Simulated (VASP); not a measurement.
# TiPt3 (Pm-3m) in VASP: single point with r2SCAN

Aim: the single point of TiPt3 with r2SCAN.

Program: VASP 6.6.1. These are calculated values, not measurements. Logs are shortened: lines on timing, memory, paths and dates and some standing lists are left out, and cuts for length are marked.

## 1. The cell of the first run

Symmetry: Pm-3m, No. 221, cubic system. Conventional cell: a = 3.921 Å, b = 3.921 Å, c = 3.921 Å, α = 90.00°, β = 90.00°, γ = 90.00°. Ti (site symmetry m-3m) has 12 Pt at 2.77 Å within 3.7 Å. Within 3.7 Å of Pt (site symmetry 4/mmm) lie 4 Ti at 2.77 Å and 8 Pt at 2.77 Å.

## 2. Single point, r2SCAN

POSCAR

```
TiPt3
1.0
    3.9208761562      0.0000000000      0.0000000000
    0.0000000000      3.9208761562      0.0000000000
    0.0000000000      0.0000000000      3.9208761562
Ti Pt
1 3
Direct
    0.0000000000      0.0000000000      0.0000000000
    0.0000000000      0.5000000000      0.5000000000
    0.5000000000      0.0000000000      0.5000000000
    0.5000000000      0.5000000000      0.0000000000
```

INCAR.step1

```
ALGO     = Normal         # electronic algorithm
EDIFF    = 1E-4           # SCF threshold, eV
ENCUT    = 520            # plane-wave cutoff, eV
GGA      = PE             # functional
ISMEAR   = 0              # smearing method
LASPH    = True           # aspherical terms in the spheres
LCHARG   = False          # write CHGCAR
LREAL    = False          # projectors in reciprocal space
LWAVE    = True           # write WAVECAR
NBANDS   = 29             # bands
NELM     = 80             # most SCF steps
PREC     = Accurate       # precision mode
SIGMA    = 0.1            # smearing width, eV
```

INCAR.step2

```
ALGO     = Normal         # electronic algorithm
EDIFF    = 1E-6           # SCF threshold, eV
ENCUT    = 520            # plane-wave cutoff, eV
ISIF     = 2              # what is computed and relaxed
ISMEAR   = 0              # smearing method
ISTART   = 1            
LASPH    = True           # aspherical terms in the spheres
LCHARG   = False          # write CHGCAR
LMIXTAU  = True         
LREAL    = False          # projectors in reciprocal space
LWAVE    = False          # write WAVECAR
METAGGA  = R2SCAN         # meta-GGA
NBANDS   = 29             # bands
NELM     = 80             # most SCF steps
PREC     = Accurate       # precision mode
SIGMA    = 0.1            # smearing width, eV
```

KPOINTS

```
k-points
0
Gamma
  10 10 10
```

Potentials or basis: VASP PAW PBE potentials, release 64 (Ti_sv, Pt).

Run with:

```
$ cat potpaw_PBE.64/Ti_sv/POTCAR potpaw_PBE.64/Pt/POTCAR > POTCAR
$ cp INCAR.step1 INCAR
$ mpirun -np 1 vasp_std > vasp.out
$ cp INCAR.step2 INCAR
$ mpirun -np 1 vasp_std > vasp.out
```

OUTCAR:

```text
EDIFF = 1E-6
   ENCUT = 520
   ISIF = 2
   ISMEAR = 0
   ISTART = 1
   LASPH = True
   LREAL = False
   METAGGA = R2SCAN
   NELM = 80
   PREC = Accurate

 ion  position               nearest neighbor table
   1  0.000  0.000  0.000-   2 2.77   3 2.77   4 2.77   2 2.77   3 2.77   2 2.77   4 2.77   2 2.77
                             3 2.77   4 2.77   3 2.77   4 2.77
   2  0.000  0.500  0.500-   1 2.77   3 2.77   4 2.77   1 2.77   4 2.77   1 2.77   3 2.77   1 2.77
                             3 2.77   4 2.77   4 2.77   3 2.77
   3  0.500  0.000  0.500-   1 2.77   2 2.77   4 2.77   1 2.77   4 2.77   2 2.77   4 2.77   4 2.77
                             1 2.77   2 2.77   1 2.77   2 2.77
   4  0.500  0.500  0.000-   1 2.77   2 2.77   3 2.77   2 2.77   3 2.77   1 2.77   3 2.77   3 2.77
                             1 2.77   2 2.77   2 2.77   1 2.77

  LATTYP: Found a simple cubic cell.
 ALAT       =     3.9208761562

  Lattice vectors:

 A1 = (   3.9208761562,   0.0000000000,   0.0000000000)
 A2 = (   0.0000000000,   3.9208761562,   0.0000000000)
 A3 = (   0.0000000000,   0.0000000000,   3.9208761562)

Analysis of symmetry for initial positions (statically):
=====================================================================
 Subroutine PRICEL returns:
 Original cell was already a primitive cell.

 Routine SETGRP: Setting up the symmetry group for a
 simple cubic supercell.

 Subroutine GETGRP returns: Found 48 space group operations
 (whereof 48 operations were pure point group operations)
 out of a pool of 48 trial point group operations.

The static configuration has the point symmetry O_h .

Analysis of symmetry for dynamics (positions and initial velocities):
=====================================================================
 Subroutine PRICEL returns:
 Original cell was already a primitive cell.

 Routine SETGRP: Setting up the symmetry group for a
 simple cubic supercell.

 Subroutine GETGRP returns: Found 48 space group operations
 (whereof 48 operations were pure point group operations)
 out of a pool of 48 trial point group operations.

The dynamic configuration has the point symmetry O_h .

 Subroutine INISYM returns: Found 48 space group operations
 (whereof 48 operations are pure point group operations),
 and found     1 'primitive' translations

----------------------------------------------------------------------------------------

                                     Primitive cell

  volume of cell :      60.2767

  direct lattice vectors                    reciprocal lattice vectors
     3.920876156  0.000000000  0.000000000     0.255045036  0.000000000  0.000000000
     0.000000000  3.920876156  0.000000000     0.000000000  0.255045036  0.000000000
     0.000000000  0.000000000  3.920876156     0.000000000  0.000000000  0.255045036

  length of vectors
     3.920876156  3.920876156  3.920876156     0.255045036  0.255045036  0.255045036

  position of ions in fractional coordinates (direct lattice)
     0.000000000  0.000000000  0.000000000
     0.000000000  0.500000000  0.500000000
     0.500000000  0.000000000  0.500000000
     0.500000000  0.500000000  0.000000000

  ion indices of the primitive-cell ions
   primitive index   ion index
                 1           1
                 2           2
                 3           3
                 4           4

----------------------------------------------------------------------------------------

 KPOINTS: k-points

Automatic generation of k-mesh.
 Grid dimensions read from file:
 generate k-points for:   10   10   10

 Generating k-lattice:

  Cartesian coordinates                     Fractional coordinates (reciprocal lattice)
     0.025504504  0.000000000  0.000000000     0.100000000  0.000000000  0.000000000
     0.000000000  0.025504504  0.000000000     0.000000000  0.100000000  0.000000000
     0.000000000  0.000000000  0.025504504     0.000000000  0.000000000  0.100000000

  Length of vectors
     0.025504504  0.025504504  0.025504504

  Shift w.r.t. Gamma in fractional coordinates (k-lattice)
     0.000000000  0.000000000  0.000000000

 Subroutine IBZKPT returns following result:
 ===========================================

 Found     56 irreducible k-points:

 Following reciprocal coordinates:
            Coordinates               Weight
  0.000000  0.000000  0.000000      1.000000
  0.100000  0.000000  0.000000      6.000000
  0.200000  0.000000  0.000000      6.000000
  0.300000  0.000000  0.000000      6.000000
  0.400000  0.000000  0.000000      6.000000
  0.500000  0.000000  0.000000      3.000000
[... 16 lines left out ...]
  0.200000  0.100000  0.100000     24.000000
  0.300000  0.100000  0.100000     24.000000
 [... further k-points ...]
   k-points           NKPTS =     56   k-points in BZ     NKDIM =     56   number of bands    NBANDS=     29
   number of dos      NEDOS =    301   number of ions     NIONS =      4
   total plane-waves  NPLWV =  27000
   dimension x,y,z NGX =    30 NGY =   30 NGZ =   30
   dimension x,y,z NGXF=    60 NGYF=   60 NGZF=   60
   ions per type =               1   3
   NGX,Y,Z   is equivalent  to a cutoff of  12.72, 12.72, 12.72 a.u.
   NGXF,Y,Z  is equivalent  to a cutoff of  25.44, 25.44, 25.44 a.u.
 SYSTEM =  unknown system
   PREC   = accura    normal or accurate (medium, high low for compatibility)
   ISTART =      1    job   : 0-new  1-cont  2-samecut
   ICHARG =      0    charge: 1-file 2-atom 10-const
   ISPIN  =      1    spin polarized calculation?
   LNONCOLLINEAR =      F non collinear calculations
   LSORBIT =      F    spin-orbit coupling
   LASPH  =      T    aspherical Exc in radial PAW
   ENCUT  =  520.0 eV  38.22 Ry    6.18 a.u.   7.29  7.29  7.29*2*pi/ulx,y,z
   NELM   =     80;   NELMIN=  2; NELMDL=  0     # of ELM steps
   EDIFF  = 0.1E-05   stopping-criterion for ELM
   LREAL  =      F    real-space projection
   EDIFFG = 0.1E-04   stopping-criterion for IOM
   NSW    =      0    number of steps for IOM
   IBRION =     -1    ionic relax: 0-MD 1-quasi-New 2-CG
   NFREE  =      0    steps in history (QN), initial steepest desc. (CG)
   ISIF   =      2    stress and relaxation
   ISYM   =      2    0-nonsym 1-usesym 2-fastsym
   POTIM  = 0.5000    time-step for ionic-motion
   TEBEG  =    0.0;   TEEND  =   0.0 temperature during run
   PSTRESS=    0.0 pullay stress
   NELECT =      42.0000    total number of electrons
   NUPDOWN=      -1.0000    fix difference up-down
   EMIN   =  10.00;   EMAX   =-10.00  energy-range for DOS
   EFERMI =   0.00;   METHOD = LEGACY
   ISMEAR =     0;   SIGMA  =   0.10  broadening in eV -4-tet -1-fermi 0-gaus
   EFERMI_NEDOS =   21; number of points for ismear=-14 and -15
   IALGO  =     38    algorithm
   IMIX   =      4    mixing-type and parameters
     AMIX     =   0.40;   BMIX     =  1.00
     AMIX_MAG =   1.60;   BMIX_MAG =  1.00
  volume/ion in A,a.u.               =      15.07       101.69
  Fermi-wavevector in a.u.,A,eV,Ry     =   1.451359  2.742671 28.659890  2.106442
  Thomas-Fermi vector in A             =   2.568865
   LORBIT       =      0    0 simple, 1 ext, 2 COOP (PROOUT), +10 PAW based schemes
   METAGGA = R2SCAN    functional components
   LHFCALC =     F    Hartree Fock is set to
   AEXX    =    0.0000 exact exchange contribution
   IVDW    =     0    specifies the selected vdW correction
   LEPSILON=     F    determine dielectric tensor
   LRPA    =     F    only Hartree local field effects (RPA)
 non-spin polarized calculation
 Gauss-broadening in eV      SIGMA  =   0.10
  energy-cutoff  :      520.00
  volume of cell :       60.28
 maximum number of plane-waves:      1647
 NGX is ok and might be reduce to    30
   NGX = 15   NGY = 15   NGZ = 15

 number of electron      42.0000002 magnetization

 Free energy of the ion-electron system (eV)
  ---------------------------------------------------
  ext. energy  EPLUGINS =         0.00000000
  ---------------------------------------------------
  free energy    TOTEN  =      -171.14938027 eV

  energy without entropy =     -171.14386911  energy(sigma->0) =     -171.14662469

 E-fermi :  11.4370     XC(G=0): -14.3151

 val. band max:       11.4140797120   @ k =   0.5000   0.1000   0.0000
 cond. band min:      11.4482930042   @ k =   0.0000   0.0000   0.0000
 fundamental gap:      0.0342132921
 Fermi energy:        11.4370470860

 k-point     1 :       0.0000    0.0000    0.0000
  band No.  band energies     occupation
      1     -49.2818      2.00000
      2     -24.4486      2.00000
      3     -24.4486      2.00000
      4     -24.4486      2.00000
      5       0.9655      2.00000
      6       3.9088      2.00000
[... 21 lines left out ...]
     28      13.4445      0.00000
     29      20.0125      0.00000

 k-point     2 :       0.1000    0.0000    0.0000
  band No.  band energies     occupation
      1     -49.2817      2.00000
      2     -24.4511      2.00000
      3     -24.4489      2.00000
      4     -24.4489      2.00000
      5       1.1018      2.00000
      6       3.9942      2.00000
[... 21 lines left out ...]
     28      14.2784      0.00000
     29      19.7925      0.00000

 k-point     3 :       0.2000    0.0000    0.0000
  band No.  band energies     occupation
      1     -49.2813      2.00000
      2     -24.4577      2.00000
      3     -24.4500      2.00000
      4     -24.4500      2.00000
      5       1.4996      2.00000
      6       4.2302      2.00000
[... 21 lines left out ...]
     28      15.5893      0.00000
     29      19.3043      0.00000

 k-point     4 :       0.3000    0.0000    0.0000
  band No.  band energies     occupation
      1     -49.2807      2.00000
      2     -24.4659      2.00000
      3     -24.4513      2.00000
      4     -24.4513      2.00000
      5       2.1164      2.00000
      6       4.4755      2.00000
[... 597 lines left out ...]
     28      14.6489      0.00000
     29      20.3376      0.00000

 k-point    23 :       0.2000    0.1000    0.1000
  band No.  band energies     occupation
      1     -49.2810      2.00000
      2     -24.4587      2.00000
      3     -24.4525      2.00000
      4     -24.4515      2.00000
      5       1.7476      2.00000
      6       4.3875      2.00000
[... 21 lines left out ...]
     28      15.4989      0.00000
     29      19.6093      0.00000

 k-point    24 :       0.3000    0.1000    0.1000
  band No.  band energies     occupation
      1     -49.2806      2.00000
      2     -24.4657      2.00000
      3     -24.4539      2.00000
      4     -24.4524      2.00000
      5       2.3399      2.00000
      6       4.6456      2.00000
[... 21 lines left out ...]
     28      16.6361      0.00000
     29      19.0102      0.00000

 [... further k-points ...]

------------------------ aborting loop because EDIFF is reached ----------------------------------------

  FORCE on cell =-STRESS in cart. coord.  units (eV):
  Direction    XX          YY          ZZ          XY          YZ          ZX
  --------------------------------------------------------------------------------------
  -------------------------------------------------------------------------------------
  Total        0.2739484      0.2739484      0.2739484     -0.0000000     -0.0000000      0.0000000
  in kB        7.2816529      7.2816529      7.2816529     -0.0000000     -0.0000000      0.0000000
  external PRESSURE =       7.2816529 kB  Pullay stress =       0.0000000 kB

 VOLUME and BASIS-vectors are now :
 -----------------------------------------------------------------------------
  energy-cutoff  :      520.00
  volume of cell :       60.28
      direct lattice vectors                 reciprocal lattice vectors
     3.920876156  0.000000000  0.000000000     0.255045036  0.000000000  0.000000000
     0.000000000  3.920876156  0.000000000     0.000000000  0.255045036  0.000000000
     0.000000000  0.000000000  3.920876156     0.000000000  0.000000000  0.255045036

 POSITION                                       TOTAL-FORCE (eV/Angst)
 -----------------------------------------------------------------------------------
      0.00000      0.00000      0.00000         0.000000      0.000000      0.000000
      0.00000      1.96044      1.96044         0.000000      0.000000      0.000000
      1.96044      0.00000      1.96044         0.000000      0.000000      0.000000
      1.96044      1.96044      0.00000         0.000000      0.000000      0.000000
 -----------------------------------------------------------------------------------
    total drift:                                0.000000      0.000000     -0.000000

  FREE ENERGIE OF THE ION-ELECTRON SYSTEM (eV)
  ---------------------------------------------------
  free  energy   TOTEN  =      -171.1493802732 eV

  energy  without entropy=     -171.1438691090  energy(sigma->0) =     -171.14662469
```

Run time: 10 min. Hardware: 1 thread of Intel Xeon 8259CL, shared host; peak memory 0.23 GiB.

What came out:

```yaml
Free_energy: -171.1494 eV
Pressure: 0.7 GPa
Band_gap_on_the_k_mesh: zero (bands 21 and 22 overlap by 1.95 eV)
```

Caveat: the PAW data sets were made with another functional, which shifts forces and pressure a little; spin-orbit coupling is left out, which moves the levels of the heavy elements.
